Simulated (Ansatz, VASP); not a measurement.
VN: VASP beside Ansatz

```
CELL_PARAMETERS angstrom
0.00000 2.05495 2.05495
2.05495 0.00000 2.05495
2.05495 2.05495 0.00000
ATOMIC_POSITIONS crystal
V 0.00000 0.00000 0.00000
N 0.50000 0.50000 0.50000
```

Alike in both runs: task single point; functional RPBE; dispersion D4; k mesh 10 × 10 × 10; occupations gaussian, width 0.05 eV; collinear spin.

|  | VASP | Ansatz |
| --- | --- | --- |
| version | VASP 6.6.1 | Ansatz 0.2.0 |
| potentials or method | VASP PAW PBE potentials, release 64 (V_sv, N), cutoff 600 eV | scalar-relativistic, plane waves, PAW |
| valence electrons in the cell | 18 | 18 |

VASP gave:

| Item | Value |
| --- | --- |
| gap on the k mesh at the Fermi level (eV) | none |
| pressure (GPa) | -10.9 |
| net moment per atom (μB) | 0.00 |

**Question.** Estimate Ansatz's values.

**Answer.** gap on the k mesh at the Fermi level (eV): none; pressure (GPa): -11.7; net moment per atom (μB): 0.00.

VASP's potentials were made for PBE, not for RPBE. A gap of «none» marks a metal or a gap that the smearing closes. Ansatz's warnings: seeded moment not kept.
